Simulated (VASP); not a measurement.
# NbAs (P3m1) in VASP: single point with PBE

Aim: the single point of NbAs with PBE.

All numbers are computed with VASP 6.6.1; they aren't measurements. Logs are shortened: lines on timing, memory, paths and dates and some standing lists are left out, and cuts for length are marked.

### Step 1. The cell of the first run

The structure is trigonal, space group P3m1 (No. 156). Conventional cell: a = 3.642 Å, b = 3.642 Å, c = 7.102 Å, α = 90.00°, β = 90.00°, γ = 120.00°. Within 3.7 Å of Nb (site symmetry 3m) lie 6 As at 2.59 to 2.68 Å and 9 Nb at 3.53 to 3.64 Å. Within 3.3 Å of Nb (site symmetry 3m) lie 4 As at 2.49 to 2.61 Å. Within 3.4 Å of As (site symmetry 3m) lie 4 Nb at 2.61 to 2.68 Å. As (site symmetry 3m) has 6 Nb at 2.49 to 2.59 Å within 3.3 Å.

### Step 2. Single point, PBE

POSCAR

```
NbAs
1.0
    3.6419803604      0.0000000000      0.0000000000
   -1.8209901802      3.1540475122      0.0000000000
    0.0000000000      0.0000000000      7.1017071618
Nb As
2 2
Direct
    0.6666666667      0.3333333333      0.2117540829
    0.0000000000      0.0000000000      0.6116873327
    0.0000000000      0.0000000000      0.9787066628
    0.3333333333      0.6666666667      0.4250280015
```

INCAR.step1

```
SYSTEM = NbAs
PREC = Accurate
ENCUT = 520
EDIFF = 1E-6
ISMEAR = 0
SIGMA = 0.1
LREAL = .False.
LASPH = .True.
NELM = 60
ALGO = Normal
ISIF = 2
LWAVE = .False.
LCHARG = .True.
LMAXMIX = 4
GGA = PE
NBANDS = 26
```

KPOINTS.step1

```
regular mesh
0
Gamma
  12 12 8
  0 0 0
```

INCAR.step2

```
SYSTEM = NbAs
PREC = Accurate
ENCUT = 520
EDIFF = 1E-6
ISMEAR = -5
SIGMA = 0.1
LREAL = .False.
LASPH = .True.
NELM = 60
ALGO = Normal
ISIF = 2
LWAVE = .False.
LCHARG = .False.
LMAXMIX = 4
GGA = PE
LORBIT = 10
NBANDS = 26
NEDOS = 1001
ICHARG = 11
```

KPOINTS.step2

```
regular mesh
0
Gamma
  18 18 12
  0 0 0
```

Potentials or basis: VASP PAW PBE potentials, release 64 (Nb_sv, As).

Launch:

```sh
cat potpaw_PBE.64/Nb_sv/POTCAR potpaw_PBE.64/As/POTCAR > POTCAR
cp INCAR.step1 INCAR
cp KPOINTS.step1 KPOINTS
mpirun -np 1 vasp_std > vasp.out
cp INCAR.step2 INCAR
cp KPOINTS.step2 KPOINTS
mpirun -np 1 vasp_std > vasp.out
```

OUTCAR:

```text
SYSTEM = NbAs
   PREC = Accurate
   ENCUT = 520
   EDIFF = 1E-6
   ISMEAR = -5
   LREAL = .False.
   LASPH = .True.
   NELM = 60
   ISIF = 2
   GGA = PE
   LORBIT = 10
   ICHARG = 11

 ion  position               nearest neighbor table
   1  0.667  0.333  0.212-   4 2.59   4 2.59   4 2.59   3 2.68   3 2.68   3 2.68
   2  0.000  0.000  0.612-   4 2.49   4 2.49   4 2.49   3 2.61
   3  0.000  0.000  0.979-   2 2.61   1 2.68   1 2.68   1 2.68
   4  0.333  0.667  0.425-   2 2.49   2 2.49   2 2.49   1 2.59   1 2.59   1 2.59

  LATTYP: Found a hexagonal cell.
 ALAT       =     3.6419803604
 C/A-ratio  =     1.9499575668

  Lattice vectors:

 A1 = (   3.6419803604,   0.0000000000,   0.0000000000)
 A2 = (  -1.8209901802,   3.1540475122,   0.0000000000)
 A3 = (   0.0000000000,   0.0000000000,   7.1017071618)

Analysis of symmetry for initial positions (statically):
=====================================================================
 Subroutine PRICEL returns:
 Original cell was already a primitive cell.

 Routine SETGRP: Setting up the symmetry group for a
 hexagonal supercell.

 Subroutine GETGRP returns: Found  6 space group operations
 (whereof  6 operations were pure point group operations)
 out of a pool of 24 trial point group operations.

The static configuration has the point symmetry C_3v.

Analysis of symmetry for dynamics (positions and initial velocities):
=====================================================================
 Subroutine PRICEL returns:
 Original cell was already a primitive cell.

 Routine SETGRP: Setting up the symmetry group for a
 hexagonal supercell.

 Subroutine GETGRP returns: Found  6 space group operations
 (whereof  6 operations were pure point group operations)
 out of a pool of 24 trial point group operations.

The dynamic configuration has the point symmetry C_3v.

 Subroutine INISYM returns: Found  6 space group operations
 (whereof  6 operations are pure point group operations),
 and found     1 'primitive' translations

----------------------------------------------------------------------------------------

                                     Primitive cell

  volume of cell :      81.5772

  direct lattice vectors                    reciprocal lattice vectors
     3.641980360  0.000000000  0.000000000     0.274575890  0.158526464  0.000000000
    -1.820990180  3.154047512  0.000000000     0.000000000  0.317052928  0.000000000
     0.000000000  0.000000000  7.101707162     0.000000000  0.000000000  0.140811213

  length of vectors
     3.641980360  3.641980360  7.101707162     0.317052928  0.317052928  0.140811213

  position of ions in fractional coordinates (direct lattice)
     0.666666667  0.333333333  0.211754083
     0.000000000  0.000000000  0.611687333
     0.000000000  0.000000000  0.978706663
     0.333333333  0.666666667  0.425028002

  ion indices of the primitive-cell ions
   primitive index   ion index
                 1           1
                 2           2
                 3           3
                 4           4

----------------------------------------------------------------------------------------

 KPOINTS: regular mesh

Automatic generation of k-mesh.
 Grid dimensions read from file:
 generate k-points for:   18   18   12

 Generating k-lattice:

  Cartesian coordinates                     Fractional coordinates (reciprocal lattice)
     0.015254216  0.008807026  0.000000000     0.055555556 -0.000000000  0.000000000
     0.000000000  0.017614052  0.000000000     0.000000000  0.055555556  0.000000000
     0.000000000  0.000000000  0.011734268     0.000000000  0.000000000  0.083333333

  Length of vectors
     0.017614052  0.017614052  0.011734268

  Shift w.r.t. Gamma in fractional coordinates (k-lattice)
     0.000000000  0.000000000  0.000000000

 TETIRR: Found   5714 inequivalent tetrahedra from    23328

 Subroutine IBZKPT returns following result:
 ===========================================

 Found    394 irreducible k-points:

 Following reciprocal coordinates:
            Coordinates               Weight
  0.000000  0.000000  0.000000      1.000000
  0.055556  0.000000  0.000000      6.000000
  0.111111  0.000000  0.000000      6.000000
  0.166667 -0.000000  0.000000      6.000000
  0.222222  0.000000  0.000000      6.000000
  0.277778 -0.000000  0.000000      6.000000
[... 16 lines left out ...]
  0.333333  0.111111  0.000000     12.000000
  0.388889  0.111111  0.000000     12.000000
 [... further k-points ...]
   k-points           NKPTS =    394   k-points in BZ     NKDIM =    394   number of bands    NBANDS=     26
   number of dos      NEDOS =   1001   number of ions     NIONS =      4
   total plane-waves  NPLWV =  42336
   dimension x,y,z NGX =    28 NGY =   28 NGZ =   54
   dimension x,y,z NGXF=    56 NGYF=   56 NGZF=  108
   ions per type =               2   2
   NGX,Y,Z   is equivalent  to a cutoff of  12.78, 12.78, 12.64 a.u.
   NGXF,Y,Z  is equivalent  to a cutoff of  25.56, 25.56, 25.28 a.u.
 SYSTEM =  NbAs
   PREC   = accura    normal or accurate (medium, high low for compatibility)
   ISTART =      0    job   : 0-new  1-cont  2-samecut
   ICHARG =     11    charge: 1-file 2-atom 10-const
   ISPIN  =      1    spin polarized calculation?
   LNONCOLLINEAR =      F non collinear calculations
   LSORBIT =      F    spin-orbit coupling
   LASPH  =      T    aspherical Exc in radial PAW
   ENCUT  =  520.0 eV  38.22 Ry    6.18 a.u.   6.77  6.77 13.20*2*pi/ulx,y,z
   NELM   =     60;   NELMIN=  2; NELMDL=  0     # of ELM steps
   EDIFF  = 0.1E-05   stopping-criterion for ELM
   LREAL  =      F    real-space projection
   EDIFFG = 0.1E-04   stopping-criterion for IOM
   NSW    =      0    number of steps for IOM
   IBRION =     -1    ionic relax: 0-MD 1-quasi-New 2-CG
   NFREE  =      0    steps in history (QN), initial steepest desc. (CG)
   ISIF   =      2    stress and relaxation
   ISYM   =      2    0-nonsym 1-usesym 2-fastsym
   POTIM  = 0.5000    time-step for ionic-motion
   TEBEG  =    0.0;   TEEND  =   0.0 temperature during run
   PSTRESS=    0.0 pullay stress
   NELECT =      36.0000    total number of electrons
   NUPDOWN=      -1.0000    fix difference up-down
   EMIN   =  10.00;   EMAX   =-10.00  energy-range for DOS
   EFERMI =   0.00;   METHOD = LEGACY
   ISMEAR =    -5;   SIGMA  =   0.10  broadening in eV -4-tet -1-fermi 0-gaus
   EFERMI_NEDOS =   21; number of points for ismear=-14 and -15
   IALGO  =     38    algorithm
   IMIX   =      4    mixing-type and parameters
     AMIX     =   0.40;   BMIX     =  1.00
     AMIX_MAG =   1.60;   BMIX_MAG =  1.00
  volume/ion in A,a.u.               =      20.39       137.63
  Fermi-wavevector in a.u.,A,eV,Ry     =   1.246387  2.355329 21.136375  1.553480
  Thomas-Fermi vector in A             =   2.380566
   LORBIT       =     10    0 simple, 1 ext, 2 COOP (PROOUT), +10 PAW based schemes
   GGA     = PE    functional components
   LHFCALC =     F    Hartree Fock is set to
   AEXX    =    0.0000 exact exchange contribution
   IVDW    =     0    specifies the selected vdW correction
   LEPSILON=     F    determine dielectric tensor
   LRPA    =     F    only Hartree local field effects (RPA)
 non-spin polarized calculation
 Fermi weights with tetrahedron method with Bloechl corrections
  energy-cutoff  :      520.00
  volume of cell :       81.58
 maximum number of plane-waves:      2224

 number of electron      36.0000001 magnetization

 Free energy of the ion-electron system (eV)
  ---------------------------------------------------
  ext. energy  EPLUGINS =         0.00000000
  ---------------------------------------------------
  free energy    TOTEN  =       -30.50172190 eV

  energy without entropy =      -30.50172190  energy(sigma->0) =      -30.50172190

 E-fermi :   7.7298     XC(G=0): -10.9209

 val. band max:        7.7543755008   @ k =   0.3889   0.2222   0.0000
 cond. band min:       7.7250665823   @ k =   0.0000   0.2222   0.4167
 fundamental gap:     -0.0293089185
 Fermi energy:         7.7298396038

 k-point     1 :       0.0000    0.0000    0.0000
  band No.  band energies     occupation
      1     -47.7041      2.00000
      2     -47.5087      2.00000
      3     -23.7966      2.00000
      4     -23.7549      2.00000
      5     -23.7549      2.00000
      6     -23.6058      2.00000
[... 18 lines left out ...]
     25      11.0690      0.00000
     26      13.0841      0.00000

 k-point     2 :       0.0556    0.0000    0.0000
  band No.  band energies     occupation
      1     -47.7037      2.00000
      2     -47.5084      2.00000
      3     -23.7955      2.00000
      4     -23.7595      2.00000
      5     -23.7561      2.00000
      6     -23.6056      2.00000
[... 18 lines left out ...]
     25      11.2997      0.00000
     26      13.0412      0.00000

 k-point     3 :       0.1111    0.0000    0.0000
  band No.  band energies     occupation
      1     -47.7027      2.00000
      2     -47.5074      2.00000
      3     -23.7939      2.00000
      4     -23.7710      2.00000
      5     -23.7594      2.00000
      6     -23.6052      2.00000
[... 18 lines left out ...]
     25      11.6749      0.00000
     26      12.7988      0.00000

 k-point     4 :       0.1667   -0.0000    0.0000
  band No.  band energies     occupation
      1     -47.7011      2.00000
      2     -47.5059      2.00000
      3     -23.8034      2.00000
      4     -23.7766      2.00000
      5     -23.7646      2.00000
      6     -23.6049      2.00000
[... 18 lines left out ...]
     25      11.9334      0.00000
     26      12.8165      0.00000

 k-point     5 :       0.2222    0.0000    0.0000
  band No.  band energies     occupation
      1     -47.6993      2.00000
      2     -47.5040      2.00000
      3     -23.8273      2.00000
      4     -23.7711      2.00000
      5     -23.7709      2.00000
      6     -23.6068      2.00000
[... 18 lines left out ...]
     25      11.9770      0.00000
     26      13.2446      0.00000

 k-point     6 :       0.2778   -0.0000    0.0000
  band No.  band energies     occupation
      1     -47.6972      2.00000
      2     -47.5020      2.00000
      3     -23.8546      2.00000
      4     -23.7775      2.00000
      5     -23.7636      2.00000
      6     -23.6254      2.00000
[... 427 lines left out ...]
 k-point    21 :       0.2222    0.1111    0.0000
  band No.  band energies     occupation
      1     -47.6966      2.00000
      2     -47.5014      2.00000
      3     -23.8573      2.00000
      4     -23.7860      2.00000
      5     -23.7605      2.00000
      6     -23.6268      2.00000
[... 18 lines left out ...]
     25      12.0719      0.00000
     26      13.1862      0.00000

 k-point    22 :       0.2778    0.1111    0.0000
  band No.  band energies     occupation
      1     -47.6948      2.00000
      2     -47.4997      2.00000
      3     -23.8795      2.00000
      4     -23.7941      2.00000
      5     -23.7542      2.00000
      6     -23.6447      2.00000
[... 18 lines left out ...]
     25      12.1238      0.00000
     26      13.0249      0.00000

 k-point    23 :       0.3333    0.1111    0.0000
  band No.  band energies     occupation
      1     -47.6934      2.00000
      2     -47.4982      2.00000
      3     -23.8976      2.00000
      4     -23.8006      2.00000
      5     -23.7503      2.00000
      6     -23.6578      2.00000
[... 18 lines left out ...]
     25      12.0563      0.00000
     26      12.6990      0.00000

 k-point    24 :       0.3889    0.1111    0.0000
  band No.  band energies     occupation
      1     -47.6924      2.00000
      2     -47.4973      2.00000
      3     -23.9094      2.00000
      4     -23.8048      2.00000
      5     -23.7488      2.00000
      6     -23.6651      2.00000
[... 18 lines left out ...]
     25      11.9194      0.00000
     26      12.4456      0.00000

 [... further k-points ...]
[... 5 lines left out ...]
  --------------------------------------------------------------------------------------
  -------------------------------------------------------------------------------------
  Total       -0.0015892     -0.0015892      0.0345671      0.0000000      0.0000000      0.0000000
  in kB       -0.0312126     -0.0312126      0.6788993      0.0000000      0.0000000      0.0000000
  external PRESSURE =       0.2054914 kB  Pullay stress =       0.0000000 kB

 VOLUME and BASIS-vectors are now :
 -----------------------------------------------------------------------------
  energy-cutoff  :      520.00
  volume of cell :       81.58
      direct lattice vectors                 reciprocal lattice vectors
     3.641980360  0.000000000  0.000000000     0.274575890  0.158526464  0.000000000
    -1.820990180  3.154047512  0.000000000     0.000000000  0.317052928  0.000000000
     0.000000000  0.000000000  7.101707162     0.000000000  0.000000000  0.140811213

 POSITION                                       TOTAL-FORCE (eV/Angst)
 -----------------------------------------------------------------------------------
      1.82099      1.05135      1.50382         0.000000     -0.000000     -0.010069
      0.00000      0.00000      4.34402        -0.000000      0.000000      0.010566
      0.00000      0.00000      6.95049        -0.000000      0.000000      0.009438
     -0.00000      2.10270      3.01842        -0.000000      0.000000     -0.009935
 -----------------------------------------------------------------------------------
    total drift:                               -0.002402      0.001387      0.001271

  FREE ENERGIE OF THE ION-ELECTRON SYSTEM (eV)
  ---------------------------------------------------
  free  energy   TOTEN  =       -30.5017218966 eV

  energy  without entropy=      -30.5017218966  energy(sigma->0) =      -30.50172190

 total charge

# of ion       s       p       d       tot
------------------------------------------
    1        2.145   5.998   2.468  10.611
    2        2.156   5.982   2.526  10.664
    3        1.222   1.534   0.040   2.796
    4        1.203   1.701   0.115   3.019
--------------------------------------------------
tot          6.726  15.214   5.150  27.090
```

It took 11 min on 1 thread of Intel Xeon Platinum 8488C (Sapphire Rapids), shared host; peak memory 0.75 GiB.

What came out:

```yaml
Valence_electrons_inside_the_program's_atomic_spheres: Nb 10.61, 10.66; As 2.80, 3.02
```

Caveat: tetrahedron occupations give inexact forces and stress in metals.
